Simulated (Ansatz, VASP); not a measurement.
Al9H: VASP beside Ansatz

File INCAR:

```
PREC = Accurate
ENCUT = 520
EDIFF = 1E-6
ISMEAR = 0
SIGMA = 0.1
LREAL = Auto
LASPH = T
NELM = 60
ALGO = Normal
ISIF = 2
LWAVE = F
LCHARG = T
LDIPOL = T
IDIPOL = 3
DIPOL = 0.5 0.5 0.299
GGA = PE
LELF = T
LVHAR = T
LVACPOTAV = T
NBANDS = 44
```

KPOINTS

```
regular mesh
0
Gamma
  5 3 1
```

Contents of POSCAR:

```
Al9H
1.0
    5.7086446660      0.0000000000      0.0000000000
   -1.4271611665      9.7033329366      0.0000000000
    0.0000000000      0.0000000000     22.7902708839
Al H
18 2
Direct
    0.2662242802      0.0648971207      0.1755134908
    0.7662242802      0.0648971207      0.1755134908
    0.3354843969      0.3419375876      0.2192156219
    0.8354843969      0.3419375876      0.2192156219
    0.1493364202      0.5973456810      0.2279560482
    0.6493364202      0.5973456810      0.2279560482
    0.4631884436      0.8527537744      0.2366964744
    0.9631884436      0.8527537744      0.2366964744
    0.0319869115      0.1277383811      0.2808269846
    0.5319869115      0.1277383811      0.2808269846
    0.0997952748      0.4042696946      0.3301089530
    0.5997952748      0.4042696946      0.3301089530
    0.4144272444      0.6597110304      0.3369829646
    0.9144272444      0.6597110304      0.3369829646
    0.2263180843      0.9111292163      0.3449343063
    0.7263180843      0.9111292163      0.3449343063
    0.2962616061      0.1814597108      0.3857027821
    0.7962616061      0.1814597108      0.3857027821
    0.6062804321      0.2895852829      0.4475712876
    0.6062804321      0.5597804756      0.4475712876
```

Input for Ansatz:

```yaml
crystal:
  lattice:
    - [5.708644666, 0.0, 0.0]
    - [-1.4271611665, 9.7033329366, 0.0]
    - [0.0, 0.0, 22.7902708839]
  atoms:
    - { symbol: Al, position: [0.2662242802, 0.0648971207, 0.1755134908] }
    - { symbol: Al, position: [0.7662242802, 0.0648971207, 0.1755134908] }
    - { symbol: Al, position: [0.3354843969, 0.3419375876, 0.2192156219] }
    - { symbol: Al, position: [0.8354843969, 0.3419375876, 0.2192156219] }
    - { symbol: Al, position: [0.1493364202, 0.597345681, 0.2279560482] }
    - { symbol: Al, position: [0.6493364202, 0.597345681, 0.2279560482] }
    - { symbol: Al, position: [0.4631884436, 0.8527537744, 0.2366964744] }
    - { symbol: Al, position: [0.9631884436, 0.8527537744, 0.2366964744] }
    - { symbol: Al, position: [0.0319869115, 0.1277383811, 0.2808269846] }
    - { symbol: Al, position: [0.5319869115, 0.1277383811, 0.2808269846] }
    - { symbol: Al, position: [0.0997952748, 0.4042696946, 0.330108953] }
    - { symbol: Al, position: [0.5997952748, 0.4042696946, 0.330108953] }
    - { symbol: Al, position: [0.4144272444, 0.6597110304, 0.3369829646] }
    - { symbol: Al, position: [0.9144272444, 0.6597110304, 0.3369829646] }
    - { symbol: Al, position: [0.2263180843, 0.9111292163, 0.3449343063] }
    - { symbol: Al, position: [0.7263180843, 0.9111292163, 0.3449343063] }
    - { symbol: Al, position: [0.2962616061, 0.1814597108, 0.3857027821] }
    - { symbol: Al, position: [0.7962616061, 0.1814597108, 0.3857027821] }
    - { symbol: H, position: [0.6062804321, 0.2895852829, 0.4475712876] }
    - { symbol: H, position: [0.6062804321, 0.5597804756, 0.4475712876] }
basis:
  ecutwfc: 420
kpoints:
  mp_grid: { grid: [5, 3, 1] }
hamiltonian:
  xc: pbe
scf:
  occupations: { method: gaussian, width: 0.1 }
output:
  forces: true
  eigenvalues: true
efield:
  axis: 3
  dipole_correction: true
  ramp_width: 0.04
```

Alike in both runs: task single point; functional PBE; k mesh 5 × 3 × 1; occupations gaussian, width 0.1 eV; no spin polarisation.

|  | VASP | Ansatz |
| --- | --- | --- |
| version | VASP 6.6.1 | Ansatz 0.2.0 |
| potentials or method | VASP PAW PBE potentials, release 64 (Al, H), cutoff 520 eV | scalar-relativistic, plane waves, PAW |
| valence electrons in the cell | 56 | 56 |

Ansatz gave:

| Quantity | Value |
| --- | --- |
| gap on the k mesh at the Fermi level (eV) | none |
| rms of the force components (eV/Å) | 0.297 |
| work function, face that differs most (eV) | 4.24 |

Q: What did VASP give for the same quantities?

A: gap on the k mesh at the Fermi level (eV): none; rms of the force components (eV/Å): 0.297; work function, face that differs most (eV): 4.25.

Atom by atom the forces differ by 0.001 eV/Å (rms over components). A gap of «none» marks a metal or a gap that the smearing closes. The functional is the same, so the differences come from potentials, cutoffs and numerics.
